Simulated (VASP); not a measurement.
# MoS2 (R-3m) in VASP: further runs

Runs on MoS2. Level: PBE. Tasks: single point, relaxation of cell and atoms.

Program: VASP 6.6.1. These are calculated values, not measurements. Logs are shortened: lines on timing, memory, paths and dates and some standing lists are left out, and cuts for length are marked.

## 1. The cell of the first run

Symmetry: R-3m, No. 166, trigonal system. The conventional cell has a = 3.200 Å, b = 3.200 Å, c = 20.261 Å, α = 90.00°, β = 90.00°, γ = 120.00°. Within 3.2 Å of Mo (site symmetry -3m) lie 6 S at 2.43 Å and 6 Mo at 3.20 Å. S (site symmetry 3m) has 3 Mo at 2.43 Å and 6 S at 3.20 Å within 3.2 Å.

## 2. Single point, PBE

INCAR reads:

```
SYSTEM = MoS2
PREC = Accurate
ENCUT = 520
EDIFF = 1E-6
ISMEAR = 0
SIGMA = 0.1
LREAL = .False.
LASPH = .True.
NELM = 80
ALGO = Normal
ISIF = 2
LWAVE = .False.
LCHARG = .False.
GGA = PE
NBANDS = 20
```

KPOINTS reads:

```
regular mesh
0
Gamma
  6 6 6
  0 0 0
```

POSCAR reads:

```
MoS2
1.0
    1.5997599513      0.9236218385      6.7537684511
   -1.5997599513      0.9236218385      6.7537684511
    0.0000000000     -1.8472436770      6.7537684511
Mo S
1 2
Direct
    0.0000000000      0.0000000000      0.0000000000
    0.7445070075      0.7445070075      0.7445070075
    0.2554929925      0.2554929925      0.2554929925
```

Potentials or basis: VASP PAW PBE potentials, release 64 (Mo_sv, S).

The run is started by

```sh
$ cat potpaw_PBE.64/Mo_sv/POTCAR potpaw_PBE.64/S/POTCAR > POTCAR
$ mpirun -np 1 vasp_std > vasp.out
```

OUTCAR:

```text
SYSTEM = MoS2
   PREC = Accurate
   ENCUT = 520
   EDIFF = 1E-6
   ISMEAR = 0
   LREAL = .False.
   LASPH = .True.
   NELM = 80
   ISIF = 2
   GGA = PE

 ion  position               nearest neighbor table
   1  0.000  0.000  0.000-   2 2.43   3 2.43   2 2.43   2 2.43   3 2.43   3 2.43
   2  0.745  0.745  0.745-   1 2.43   1 2.43   1 2.43
   3  0.255  0.255  0.255-   1 2.43   1 2.43   1 2.43

  LATTYP: Found a trigonal (rhomboedric) cell.
 ALAT       =     7.0018352947
 COS(alpha) =     0.8955963084

  Lattice vectors:

 A1 = (   1.5997599513,   0.9236218385,   6.7537684511)
 A2 = (  -1.5997599513,   0.9236218385,   6.7537684511)
 A3 = (   0.0000000000,  -1.8472436770,   6.7537684511)

Analysis of symmetry for initial positions (statically):
=====================================================================
 Subroutine PRICEL returns:
 Original cell was already a primitive cell.

 Routine SETGRP: Setting up the symmetry group for a
 trigonal (rhombohedral) supercell.

 Subroutine GETGRP returns: Found 12 space group operations
 (whereof 12 operations were pure point group operations)
 out of a pool of 12 trial point group operations.

The static configuration has the point symmetry D_3d.

Analysis of symmetry for dynamics (positions and initial velocities):
=====================================================================
 Subroutine PRICEL returns:
 Original cell was already a primitive cell.

 Routine SETGRP: Setting up the symmetry group for a
 trigonal (rhombohedral) supercell.

 Subroutine GETGRP returns: Found 12 space group operations
 (whereof 12 operations were pure point group operations)
 out of a pool of 12 trial point group operations.

The dynamic configuration has the point symmetry D_3d.

 Subroutine INISYM returns: Found 12 space group operations
 (whereof 12 operations are pure point group operations),
 and found     1 'primitive' translations

----------------------------------------------------------------------------------------

                                     Primitive cell

  volume of cell :      59.8751

  direct lattice vectors                    reciprocal lattice vectors
     1.599759951  0.923621839  6.753768451     0.312546892  0.180449032  0.049355162
    -1.599759951  0.923621839  6.753768451    -0.312546892  0.180449032  0.049355162
     0.000000000 -1.847243677  6.753768451     0.000000000 -0.360898064  0.049355162

  length of vectors
     7.001835295  7.001835295  7.001835295     0.364257250  0.364257250  0.364257250

  position of ions in fractional coordinates (direct lattice)
     0.000000000  0.000000000  0.000000000
     0.744507007  0.744507007  0.744507007
     0.255492993  0.255492993  0.255492993

  ion indices of the primitive-cell ions
   primitive index   ion index
                 1           1
                 2           2
                 3           3

----------------------------------------------------------------------------------------

 KPOINTS: regular mesh

Automatic generation of k-mesh.
 Grid dimensions read from file:
 generate k-points for:    6    6    6

 Generating k-lattice:

  Cartesian coordinates                     Fractional coordinates (reciprocal lattice)
     0.052091149  0.030074839  0.008225860     0.166666667  0.000000000  0.000000000
    -0.052091149  0.030074839  0.008225860     0.000000000  0.166666667  0.000000000
     0.000000000 -0.060149677  0.008225860     0.000000000  0.000000000  0.166666667

  Length of vectors
     0.060709542  0.060709542  0.060709542

  Shift w.r.t. Gamma in fractional coordinates (k-lattice)
     0.000000000  0.000000000  0.000000000

 Subroutine IBZKPT returns following result:
 ===========================================

 Found     32 irreducible k-points:

 Following reciprocal coordinates:
            Coordinates               Weight
  0.000000  0.000000  0.000000      1.000000
  0.166667  0.000000  0.000000      6.000000
  0.333333  0.000000  0.000000      6.000000
  0.500000  0.000000  0.000000      3.000000
  0.166667  0.166667  0.000000      6.000000
  0.333333  0.166667  0.000000     12.000000
[... 16 lines left out ...]
  0.500000  0.500000  0.166667      6.000000
 -0.333333  0.500000  0.166667     12.000000
 [... further k-points ...]
   k-points           NKPTS =     32   k-points in BZ     NKDIM =     32   number of bands    NBANDS=     20
   number of dos      NEDOS =    301   number of ions     NIONS =      3
   total plane-waves  NPLWV = 157464
   dimension x,y,z NGX =    54 NGY =   54 NGZ =   54
   dimension x,y,z NGXF=   108 NGYF=  108 NGZF=  108
   ions per type =               1   2
   NGX,Y,Z   is equivalent  to a cutoff of  12.82, 12.82, 12.82 a.u.
   NGXF,Y,Z  is equivalent  to a cutoff of  25.64, 25.64, 25.64 a.u.
 SYSTEM =  MoS2
   PREC   = accura    normal or accurate (medium, high low for compatibility)
   ISTART =      0    job   : 0-new  1-cont  2-samecut
   ICHARG =      2    charge: 1-file 2-atom 10-const
   ISPIN  =      1    spin polarized calculation?
   LNONCOLLINEAR =      F non collinear calculations
   LSORBIT =      F    spin-orbit coupling
   LASPH  =      T    aspherical Exc in radial PAW
   ENCUT  =  520.0 eV  38.22 Ry    6.18 a.u.  13.02 13.02 13.02*2*pi/ulx,y,z
   NELM   =     80;   NELMIN=  2; NELMDL= -5     # of ELM steps
   EDIFF  = 0.1E-05   stopping-criterion for ELM
   LREAL  =      F    real-space projection
   EDIFFG = 0.1E-04   stopping-criterion for IOM
   NSW    =      0    number of steps for IOM
   IBRION =     -1    ionic relax: 0-MD 1-quasi-New 2-CG
   NFREE  =      0    steps in history (QN), initial steepest desc. (CG)
   ISIF   =      2    stress and relaxation
   ISYM   =      2    0-nonsym 1-usesym 2-fastsym
   POTIM  = 0.5000    time-step for ionic-motion
   TEBEG  =    0.0;   TEEND  =   0.0 temperature during run
   PSTRESS=    0.0 pullay stress
   NELECT =      26.0000    total number of electrons
   NUPDOWN=      -1.0000    fix difference up-down
   EMIN   =  10.00;   EMAX   =-10.00  energy-range for DOS
   EFERMI =   0.00;   METHOD = LEGACY
   ISMEAR =     0;   SIGMA  =   0.10  broadening in eV -4-tet -1-fermi 0-gaus
   EFERMI_NEDOS =   21; number of points for ismear=-14 and -15
   IALGO  =     38    algorithm
   IMIX   =      4    mixing-type and parameters
     AMIX     =   0.40;   BMIX     =  1.00
     AMIX_MAG =   1.60;   BMIX_MAG =  1.00
  volume/ion in A,a.u.               =      19.96       134.69
  Fermi-wavevector in a.u.,A,eV,Ry     =   1.239702  2.342696 20.910248  1.536860
  Thomas-Fermi vector in A             =   2.374174
   LORBIT       =      0    0 simple, 1 ext, 2 COOP (PROOUT), +10 PAW based schemes
   GGA     = PE    functional components
   LHFCALC =     F    Hartree Fock is set to
   AEXX    =    0.0000 exact exchange contribution
   IVDW    =     0    specifies the selected vdW correction
   LEPSILON=     F    determine dielectric tensor
   LRPA    =     F    only Hartree local field effects (RPA)
 non-spin polarized calculation
 Gauss-broadening in eV      SIGMA  =   0.10
  energy-cutoff  :      520.00
  volume of cell :       59.88
 maximum number of plane-waves:      1630
 NGX is ok and might be reduce to    54
   NGX = 25   NGY = 25   NGZ = 25

 number of electron      26.0000002 magnetization

 Free energy of the ion-electron system (eV)
  ---------------------------------------------------
  ext. energy  EPLUGINS =         0.00000000
  ---------------------------------------------------
  free energy    TOTEN  =       -21.06124235 eV

  energy without entropy =      -21.05901246  energy(sigma->0) =      -21.06012740

 E-fermi :   6.2092     XC(G=0): -10.0844

 val. band max:        6.1226568918   @ k =   0.0000   0.0000   0.0000
 cond. band min:       6.2885365555   @ k =  -0.3333   0.5000   0.3333
 fundamental gap:      0.1658796637
 Fermi energy:         6.2092187335

 k-point     1 :       0.0000    0.0000    0.0000
  band No.  band energies     occupation
      1     -55.4808      2.00000
      2     -29.5058      2.00000
      3     -29.4666      2.00000
      4     -29.4666      2.00000
      5      -8.4516      2.00000
      6      -7.1961      2.00000
[... 12 lines left out ...]
     19      12.6133      0.00000
     20      15.7609      0.00000

 k-point     2 :       0.1667    0.0000    0.0000
  band No.  band energies     occupation
      1     -55.4721      2.00000
      2     -29.5550      2.00000
      3     -29.4884      2.00000
      4     -29.4869      2.00000
      5      -8.0402      2.00000
      6      -7.0808      2.00000
[... 12 lines left out ...]
     19      13.9931      0.00000
     20      15.2281      0.00000

 k-point     3 :       0.3333    0.0000    0.0000
  band No.  band energies     occupation
      1     -55.4548      2.00000
      2     -29.7279      2.00000
      3     -29.5273      2.00000
      4     -29.4536      2.00000
      5      -7.1668      2.00000
      6      -6.7056      2.00000
[... 12 lines left out ...]
     19      13.3914      0.00000
     20      14.5660      0.00000

 k-point     4 :       0.5000    0.0000    0.0000
  band No.  band energies     occupation
      1     -55.4461      2.00000
      2     -29.8127      2.00000
      3     -29.5474      2.00000
      4     -29.4361      2.00000
      5      -6.9081      2.00000
      6      -6.1523      2.00000
[... 12 lines left out ...]
     19      13.1542      0.00000
     20      13.2941      0.00000

 k-point     5 :       0.1667    0.1667    0.0000
  band No.  band energies     occupation
      1     -55.4721      2.00000
      2     -29.5550      2.00000
      3     -29.4884      2.00000
      4     -29.4869      2.00000
      5      -8.0316      2.00000
      6      -7.0937      2.00000
[... 12 lines left out ...]
     19      14.0352      0.00000
     20      15.3096      0.00000

 k-point     6 :       0.3333    0.1667    0.0000
  band No.  band energies     occupation
      1     -55.4591      2.00000
      2     -29.6684      2.00000
      3     -29.5345      2.00000
      4     -29.4622      2.00000
      5      -7.3275      2.00000
      6      -6.8993      2.00000
[... 12 lines left out ...]
     19      14.3202      0.00000
     20      15.4470      0.00000

 k-point     7 :       0.5000    0.1667    0.0000
  band No.  band energies     occupation
      1     -55.4461      2.00000
      2     -29.7685      2.00000
      3     -29.5932      2.00000
      4     -29.4362      2.00000
      5      -6.7583      2.00000
      6      -6.3507      2.00000
[... 12 lines left out ...]
     19      13.6505      0.00000
     20      14.4348      0.00000
[... 277 lines left out ...]
 k-point    20 :       0.5000    0.3333    0.1667
  band No.  band energies     occupation
      1     -55.4591      2.00000
      2     -29.6684      2.00000
      3     -29.5345      2.00000
      4     -29.4622      2.00000
      5      -7.2897      2.00000
      6      -6.9418      2.00000
[... 12 lines left out ...]
     19      14.2928      0.00000
     20      15.5117      0.00000

 k-point    21 :      -0.3333    0.3333    0.1667
  band No.  band energies     occupation
      1     -55.4461      2.00000
      2     -29.7685      2.00000
      3     -29.5932      2.00000
      4     -29.4362      2.00000
      5      -6.7555      2.00000
      6      -6.3523      2.00000
[... 12 lines left out ...]
     19      13.1769      0.00000
     20      14.6192      0.00000

 k-point    22 :      -0.1667    0.3333    0.1667
  band No.  band energies     occupation
      1     -55.4461      2.00000
      2     -29.7685      2.00000
      3     -29.5932      2.00000
      4     -29.4362      2.00000
      5      -6.7272      2.00000
      6      -6.3885      2.00000
[... 12 lines left out ...]
     19      13.2299      0.00000
     20      14.9623      0.00000

 k-point    23 :       0.5000    0.5000    0.1667
  band No.  band energies     occupation
      1     -55.4548      2.00000
      2     -29.7279      2.00000
      3     -29.5273      2.00000
      4     -29.4536      2.00000
      5      -7.1044      2.00000
      6      -6.7766      2.00000
[... 12 lines left out ...]
     19      12.9895      0.00000
     20      14.3346      0.00000

 k-point    24 :      -0.3333    0.5000    0.1667
  band No.  band energies     occupation
      1     -55.4461      2.00000
      2     -29.7685      2.00000
      3     -29.5932      2.00000
      4     -29.4362      2.00000
      5      -6.7390      2.00000
      6      -6.3716      2.00000
[... 12 lines left out ...]
     19      12.9319      0.00000
     20      14.7664      0.00000

 [... further k-points ...]

------------------------ aborting loop because EDIFF is reached ----------------------------------------

  FORCE on cell =-STRESS in cart. coord.  units (eV):
  Direction    XX          YY          ZZ          XY          YZ          ZX
  --------------------------------------------------------------------------------------
  -------------------------------------------------------------------------------------
  Total       -0.0302703     -0.0302703     -0.0021559      0.0000000      0.0000000      0.0000000
  in kB       -0.8099917     -0.8099917     -0.0576883      0.0000000      0.0000000      0.0000000
  external PRESSURE =      -0.5592239 kB  Pullay stress =       0.0000000 kB

 VOLUME and BASIS-vectors are now :
 -----------------------------------------------------------------------------
  energy-cutoff  :      520.00
  volume of cell :       59.88
      direct lattice vectors                 reciprocal lattice vectors
     1.599759951  0.923621839  6.753768451     0.312546892  0.180449032  0.049355162
    -1.599759951  0.923621839  6.753768451    -0.312546892  0.180449032  0.049355162
     0.000000000 -1.847243677  6.753768451     0.000000000 -0.360898064  0.049355162

 POSITION                                       TOTAL-FORCE (eV/Angst)
 -----------------------------------------------------------------------------------
      0.00000      0.00000      0.00000         0.000000     -0.000000      0.000000
      0.00000      0.00000     15.08468        -0.000000     -0.000000     -0.005386
      0.00000      0.00000      5.17662        -0.000000      0.000000      0.005386
 -----------------------------------------------------------------------------------
    total drift:                                0.000000     -0.000000     -0.000000

  FREE ENERGIE OF THE ION-ELECTRON SYSTEM (eV)
  ---------------------------------------------------
  free  energy   TOTEN  =       -21.0612423520 eV

  energy  without entropy=      -21.0590124570  energy(sigma->0) =      -21.06012740
```

Run time: 68 s. Hardware: 1 thread of Intel Xeon 6975P-C (Granite Rapids), shared host; peak memory 0.37 GiB.

What came out:

| Quantity | Value |
| --- | --- |
| Free energy | -21.0612 eV |
| Pressure | -0.1 GPa |
| Largest force | 0.005 eV/Å |
| Band gap on the k mesh | zero (band 13 reaches 6.78 eV, above the bottom of band 14 at 6.09 eV) |

Forces in eV/Å, atoms in the order of the input:
```
Mo   0.000  0.000  0.000
S    0.000  0.000 -0.005
S    0.000  0.000  0.005
```

Stress tensor (GPa, compression positive):
```
-0.08  0.00  0.00
 0.00 -0.08  0.00
 0.00  0.00 -0.01
```

Levels at points of the mesh, in eV from the Fermi level:
| k point | band 9 | band 10 | band 11 | band 12 | band 13 | band 14 | band 15 | band 16 | band 17 | band 18 |
| --- | --- | --- | --- | --- | --- | --- | --- | --- | --- | --- |
| (0.00, 0.00, 0.00) | -3.73 | -2.16 | -1.03 | -0.78 | -0.78 | -0.09 | -0.09 | 3.32 | 3.32 | 5.98 |
| (0.50, 0.00, 0.00) | -4.80 | -3.89 | -2.66 | -1.86 | -1.42 | 1.16 | 1.95 | 3.44 | 4.11 | 5.52 |
| (0.50, 0.50, 0.00) | -4.54 | -3.87 | -2.70 | -1.96 | -1.49 | 1.16 | 1.84 | 3.60 | 4.70 | 4.91 |
| (0.50, 0.50, 0.50) | -3.73 | -3.31 | -0.78 | -0.78 | -0.32 | -0.12 | -0.12 | 3.35 | 3.35 | 6.13 |

Caveat: the k points lie up to 0.38 Å⁻¹ apart.

(Continued in part 2 of 2.)
